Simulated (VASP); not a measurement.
# PbS (Cmcm) in VASP: electric field gradients with PBE

Aim: the electric field gradients of PbS with PBE.

All numbers are computed with VASP 6.6.1; they aren't measurements. Logs are shortened: lines on timing, memory, paths and dates and some standing lists are left out, and cuts for length are marked.

### 1 The cell of the first run

It takes space group Cmcm (No. 63, orthorhombic). The conventional cell has a = 4.160 Å, b = 11.983 Å, c = 4.279 Å, α = 90.00°, β = 90.00°, γ = 90.00°. Within 3.5 Å of Pb (site symmetry m2m) lie 5 S at 2.69 to 2.99 Å. S (site symmetry m2m) has 5 Pb at 2.69 to 2.99 Å within 3.5 Å.

### 2 Electric field gradients, PBE

INCAR

```
SYSTEM = PbS
PREC = Accurate ; ENCUT = 400
EDIFF = 1E-8 ; ISMEAR = -1
SIGMA = 0.02 ; LREAL = .FALSE.
LASPH = .TRUE. ; NELM = 120
ALGO = Normal ; ISIF = 2
LWAVE = .FALSE. ; LCHARG = .FALSE.
GGA = PE ; LEFG = .TRUE.
ISYM = 0 ; NBANDS = 28
GGA_COMPAT = .FALSE.
```

KPOINTS

```
regular mesh
0
G
  7 7 7
  0 0 0
```

POSCAR

```
PbS
1.0
    2.0799526950     -5.9912968650      0.0000000000
    2.0799526950      5.9912968650      0.0000000000
    0.0000000000      0.0000000000      4.2793209400
Pb S
2 2
Direct
    0.8694366500      0.1305633500      0.7500000000
    0.1305633500      0.8694366500      0.2500000000
    0.6452029100      0.3547970900      0.7500000000
    0.3547970900      0.6452029100      0.2500000000
```

Potentials or basis: VASP PAW PBE potentials, release 64 (Pb_d, S).

Command:

```bash
cat potpaw_PBE.64/Pb_d/POTCAR potpaw_PBE.64/S/POTCAR > POTCAR
mpirun -np 1 vasp_std > vasp.out
```

OUTCAR:

```text
SYSTEM = PbS
   PREC = Accurate
   ENCUT = 400
   EDIFF = 1E-8
   ISMEAR = -1
   LREAL = .FALSE.
   LASPH = .TRUE.
   NELM = 120
   ISIF = 2
   GGA = PE
   ISYM = 0

 ion  position               nearest neighbor table
   1  0.869  0.131  0.750-   3 2.69   4 2.99   4 2.99   4 2.99   4 2.99   2 3.79   2 3.79   2 4.13
                             2 4.13   2 4.13   2 4.13
   2  0.131  0.869  0.250-   4 2.69   3 2.99   3 2.99   3 2.99   3 2.99   1 3.79   1 3.79   1 4.13
                             1 4.13   1 4.13   1 4.13
   3  0.645  0.355  0.750-   1 2.69   2 2.99   2 2.99   2 2.99   2 2.99
   4  0.355  0.645  0.250-   2 2.69   1 2.99   1 2.99   1 2.99   1 2.99

IMPORTANT INFORMATION: All symmetrisations will be switched off!
NOSYMM: (Re-)initialisation of all symmetry stuff for point group C_1.

----------------------------------------------------------------------------------------

                                     Primitive cell

  volume of cell :     106.6545

  direct lattice vectors                    reciprocal lattice vectors
     2.079952695 -5.991296865  0.000000000     0.240390083 -0.083454386  0.000000000
     2.079952695  5.991296865  0.000000000     0.240390083  0.083454386  0.000000000
     0.000000000  0.000000000  4.279320940     0.000000000  0.000000000  0.233681936

  length of vectors
     6.342069168  6.342069168  4.279320940     0.254464195  0.254464195  0.233681936

  position of ions in fractional coordinates (direct lattice)
     0.869436650  0.130563350  0.750000000
     0.130563350  0.869436650  0.250000000
     0.645202910  0.354797090  0.750000000
     0.354797090  0.645202910  0.250000000

  ion indices of the primitive-cell ions
   primitive index   ion index
                 1           1
                 2           2
                 3           3
                 4           4

----------------------------------------------------------------------------------------

 KPOINTS: regular mesh

Automatic generation of k-mesh.
 Grid dimensions read from file:
 generate k-points for:    7    7    7

 Generating k-lattice:

  Cartesian coordinates                     Fractional coordinates (reciprocal lattice)
     0.034341440 -0.011922055  0.000000000     0.142857143  0.000000000  0.000000000
     0.034341440  0.011922055  0.000000000     0.000000000  0.142857143  0.000000000
     0.000000000  0.000000000  0.033383134     0.000000000  0.000000000  0.142857143

  Length of vectors
     0.036352028  0.036352028  0.033383134

  Shift w.r.t. Gamma in fractional coordinates (k-lattice)
     0.000000000  0.000000000  0.000000000

 Subroutine IBZKPT returns following result:
 ===========================================

 Found    172 irreducible k-points:

 Following reciprocal coordinates:
            Coordinates               Weight
  0.000000  0.000000  0.000000      1.000000
  0.142857 -0.000000  0.000000      2.000000
 -0.000000  0.142857  0.000000      2.000000
  0.285714 -0.000000  0.000000      2.000000
 -0.000000  0.285714  0.000000      2.000000
  0.428571 -0.000000  0.000000      2.000000
[... 16 lines left out ...]
 -0.285714  0.285714  0.000000      2.000000
  0.428571  0.428571  0.000000      2.000000
 [... further k-points ...]
   k-points           NKPTS =    172   k-points in BZ     NKDIM =    172   number of bands    NBANDS=     28
   number of dos      NEDOS =    301   number of ions     NIONS =      4
   total plane-waves  NPLWV =  49392
   dimension x,y,z NGX =    42 NGY =   42 NGZ =   28
   dimension x,y,z NGXF=    84 NGYF=   84 NGZF=   56
   ions per type =               2   2
   NGX,Y,Z   is equivalent  to a cutoff of  11.01, 11.01, 10.88 a.u.
   NGXF,Y,Z  is equivalent  to a cutoff of  22.02, 22.02, 21.76 a.u.
 SYSTEM =  PbS
   PREC   = accura    normal or accurate (medium, high low for compatibility)
   ISTART =      0    job   : 0-new  1-cont  2-samecut
   ICHARG =      2    charge: 1-file 2-atom 10-const
   ISPIN  =      1    spin polarized calculation?
   LNONCOLLINEAR =      F non collinear calculations
   LSORBIT =      F    spin-orbit coupling
   LASPH  =      T    aspherical Exc in radial PAW
   ENCUT  =  400.0 eV  29.40 Ry    5.42 a.u.  10.34 10.34  6.98*2*pi/ulx,y,z
   NELM   =    120;   NELMIN=  2; NELMDL= -5     # of ELM steps
   EDIFF  = 0.1E-07   stopping-criterion for ELM
   LREAL  =      F    real-space projection
   EDIFFG = 0.1E-06   stopping-criterion for IOM
   NSW    =      0    number of steps for IOM
   IBRION =     -1    ionic relax: 0-MD 1-quasi-New 2-CG
   NFREE  =      0    steps in history (QN), initial steepest desc. (CG)
   ISIF   =      2    stress and relaxation
   ISYM   =      0    0-nonsym 1-usesym 2-fastsym
   POTIM  = 0.5000    time-step for ionic-motion
   TEBEG  =    0.0;   TEEND  =   0.0 temperature during run
   PSTRESS=    0.0 pullay stress
   NELECT =      40.0000    total number of electrons
   NUPDOWN=      -1.0000    fix difference up-down
   EMIN   =  10.00;   EMAX   =-10.00  energy-range for DOS
   EFERMI =   0.00;   METHOD = LEGACY
   ISMEAR =    -1;   SIGMA  =   0.02  broadening in eV -4-tet -1-fermi 0-gaus
   EFERMI_NEDOS =   21; number of points for ismear=-14 and -15
   IALGO  =     38    algorithm
   IMIX   =      4    mixing-type and parameters
     AMIX     =   0.40;   BMIX     =  1.00
     AMIX_MAG =   1.60;   BMIX_MAG =  1.00
  volume/ion in A,a.u.               =      26.66       179.94
  Fermi-wavevector in a.u.,A,eV,Ry     =   1.180597  2.231005 18.963935  1.393810
  Thomas-Fermi vector in A             =   2.316887
   LORBIT       =      0    0 simple, 1 ext, 2 COOP (PROOUT), +10 PAW based schemes
   GGA     = PE    functional components
   LHFCALC =     F    Hartree Fock is set to
   AEXX    =    0.0000 exact exchange contribution
   IVDW    =     0    specifies the selected vdW correction
   LEPSILON=     F    determine dielectric tensor
   LRPA    =     F    only Hartree local field effects (RPA)
 non-spin polarized calculation
  energy-cutoff  :      400.00
  volume of cell :      106.65
 maximum number of plane-waves:      1954
 NGX is ok and might be reduce to    42
   NGX = 21   NGY = 21   NGZ = 13

 number of electron      40.0000016 magnetization

 Free energy of the ion-electron system (eV)
  ---------------------------------------------------
  ext. energy  EPLUGINS =         0.00000000
  ---------------------------------------------------
  free energy    TOTEN  =       -17.37531529 eV

  energy without entropy =      -17.37531529  energy(sigma->0) =      -17.37531529

 E-fermi :   5.3773     XC(G=0):  -9.5797

 val. band max:        4.8920338748   @ k =  -0.2857   0.2857   0.4286
 cond. band min:       6.1138275070   @ k =   0.4286   0.4286   0.0000
 fundamental gap:      1.2217936322
 Fermi energy:         5.3772879655

 k-point     1 :       0.0000    0.0000    0.0000
  band No.  band energies     occupation
      1     -11.4643      2.00000
      2     -11.3693      2.00000
      3     -11.3618      2.00000
      4     -11.3571      2.00000
      5     -11.3221      2.00000
      6     -11.3190      2.00000
[... 20 lines left out ...]
     27      11.0274      0.00000
     28      11.9132      0.00000

 k-point     2 :       0.1429   -0.0000    0.0000
  band No.  band energies     occupation
      1     -11.4524      2.00000
      2     -11.3639      2.00000
      3     -11.3556      2.00000
      4     -11.3507      2.00000
      5     -11.3253      2.00000
      6     -11.3245      2.00000
[... 20 lines left out ...]
     27      11.2528      0.00000
     28      12.3013      0.00000

 k-point     3 :      -0.0000    0.1429    0.0000
  band No.  band energies     occupation
      1     -11.4524      2.00000
      2     -11.3639      2.00000
      3     -11.3556      2.00000
      4     -11.3507      2.00000
      5     -11.3253      2.00000
      6     -11.3245      2.00000
[... 20 lines left out ...]
     27      11.2528      0.00000
     28      12.3013      0.00000

 k-point     4 :       0.2857   -0.0000    0.0000
  band No.  band energies     occupation
      1     -11.4234      2.00000
      2     -11.3549      2.00000
      3     -11.3548      2.00000
      4     -11.3398      2.00000
      5     -11.3313      2.00000
      6     -11.3290      2.00000
[... 20 lines left out ...]
     27      12.3017      0.00000
     28      12.9729      0.00000

 k-point     5 :      -0.0000    0.2857    0.0000
  band No.  band energies     occupation
      1     -11.4234      2.00000
      2     -11.3549      2.00000
      3     -11.3548      2.00000
      4     -11.3398      2.00000
      5     -11.3313      2.00000
      6     -11.3290      2.00000
[... 20 lines left out ...]
     27      12.3017      0.00000
     28      12.9560      0.00000

 k-point     6 :       0.4286   -0.0000    0.0000
  band No.  band energies     occupation
      1     -11.3914      2.00000
      2     -11.3639      2.00000
      3     -11.3569      2.00000
      4     -11.3520      2.00000
      5     -11.3301      2.00000
      6     -11.3266      2.00000
[... 463 lines left out ...]
      5     -11.3275      2.00000
      6     -11.3271      2.00000
[... 20 lines left out ...]
     27      11.0780      0.00000
     28      12.6966      0.00000

 k-point    22 :       0.2857   -0.4286    0.0000
  band No.  band energies     occupation
      1     -11.4473      2.00000
      2     -11.3646      2.00000
      3     -11.3438      2.00000
      4     -11.3371      2.00000
      5     -11.3275      2.00000
      6     -11.3271      2.00000
[... 20 lines left out ...]
     27      11.0780      0.00000
     28      12.6972      0.00000

 k-point    23 :      -0.2857    0.2857    0.0000
  band No.  band energies     occupation
      1     -11.4606      2.00000
      2     -11.3728      2.00000
      3     -11.3466      2.00000
      4     -11.3382      2.00000
      5     -11.3298      2.00000
      6     -11.3256      2.00000
[... 20 lines left out ...]
     27      11.3990      0.00000
     28      11.7764      0.00000

 k-point    24 :       0.4286    0.4286    0.0000
  band No.  band energies     occupation
      1     -11.4463      2.00000
      2     -11.3570      2.00000
      3     -11.3529      2.00000
      4     -11.3370      2.00000
      5     -11.3255      2.00000
      6     -11.3236      2.00000
[... 20 lines left out ...]
     27      11.0241      0.00000
     28      12.7087      0.00000

 [... further k-points ...]

------------------------ aborting loop because EDIFF is reached ----------------------------------------

  FORCE on cell =-STRESS in cart. coord.  units (eV):
  Direction    XX          YY          ZZ          XY          YZ          ZX
  --------------------------------------------------------------------------------------
  -------------------------------------------------------------------------------------
  Total        0.6081221      0.8305270      0.5533886      0.0000000      0.0000000     -0.0000001
  in kB        9.1352878     12.4762824      8.3130743      0.0000005      0.0000002     -0.0000011
  external PRESSURE =       9.9748815 kB  Pullay stress =       0.0000000 kB

 VOLUME and BASIS-vectors are now :
 -----------------------------------------------------------------------------
  energy-cutoff  :      400.00
  volume of cell :      106.65
      direct lattice vectors                 reciprocal lattice vectors
     2.079952695 -5.991296865  0.000000000     0.240390083 -0.083454386  0.000000000
     2.079952695  5.991296865  0.000000000     0.240390083  0.083454386  0.000000000
     0.000000000  0.000000000  4.279320940     0.000000000  0.000000000  0.233681936

 POSITION                                       TOTAL-FORCE (eV/Angst)
 -----------------------------------------------------------------------------------
      2.07995     -4.42681      3.20949         0.000000     -0.072483     -0.000000
      2.07995      4.42681      1.06983        -0.000000      0.072483      0.000000
      2.07995     -1.73991      3.20949         0.000000      0.100509      0.000000
      2.07995      1.73991      1.06983        -0.000000     -0.100509      0.000000
 -----------------------------------------------------------------------------------
    total drift:                               -0.000000     -0.000000     -0.000000

  FREE ENERGIE OF THE ION-ELECTRON SYSTEM (eV)
  ---------------------------------------------------
  free  energy   TOTEN  =       -17.3753152871 eV

  energy  without entropy=      -17.3753152871  energy(sigma->0) =      -17.37531529

 Electric field gradients (V/A^2)
---------------------------------------------------------------------
 ion       V_xx      V_yy      V_zz      V_xy      V_xz      V_yz
---------------------------------------------------------------------
   1     129.651  -232.183   102.533    -0.000     0.000     0.000
   2     129.651  -232.183   102.533     0.000     0.000     0.000
   3      -4.197     3.622     0.575    -0.000     0.000    -0.000
   4      -4.197     3.622     0.575     0.000     0.000     0.000
---------------------------------------------------------------------

 Electric field gradients after diagonalization (V/A^2)
 (convention: |V_zz| > |V_xx| > |V_yy|)
----------------------------------------------------------------------
 ion       V_xx      V_yy      V_zz     asymmetry (V_yy - V_xx)/ V_zz
----------------------------------------------------------------------
   1     129.651   102.533  -232.183       0.117
   2     129.651   102.533  -232.183       0.117
   3       3.622     0.575    -4.197       0.726
   4       3.622     0.575    -4.197       0.726
----------------------------------------------------------------------

           NMR quadrupolar parameters

 Cq : quadrupolar parameter    Cq=e*Q*V_zz/h
 eta: asymmetry parameters     (V_yy - V_xx)/ V_zz
 Q  : nuclear electric quadrupole moment in mb (millibarn)
----------------------------------------------------------------------
 ion       Cq(MHz)       eta       Q (mb)
----------------------------------------------------------------------
   1      -0.561       0.117       1.000
   2      -0.561       0.117       1.000
   3      -0.010       0.726       1.000
   4      -0.010       0.726       1.000
----------------------------------------------------------------------
```

Run time: 15 min. Hardware: 1 thread of Intel Xeon 8259CL, shared host; peak memory 0.41 GiB.

What came out:

| Quantity | Value |
| --- | --- |
| Free energy | -17.3753 eV |
| Pressure | 1.0 GPa |
| Largest force | 0.101 eV/Å |
| Band gap on the k mesh | 1.22 eV (least direct gap 1.43 eV) |
| Largest electric field gradient by atom | Pb -232.2; S -4.2 V/Å² |

Forces in eV/Å, atoms in the order of the input:
```
Pb   0.000 -0.072  0.000
Pb   0.000  0.072  0.000
S    0.000  0.101  0.000
S    0.000 -0.101  0.000
```

Electric field gradients, principal values (V/Å²):
```csv
atom,least,middle,greatest (by size)
1 Pb,102.533,129.651,-232.183
2 Pb,102.533,129.651,-232.183
3 S,0.575,3.622,-4.197
4 S,0.575,3.622,-4.197
```

Caveat: without QUAD_EFG the Cq values of the log hold for a quadrupole moment of 1 mb, not for the nuclei; spin-orbit coupling is left out, which moves the levels of the heavy elements. A k mesh can miss the band edges.
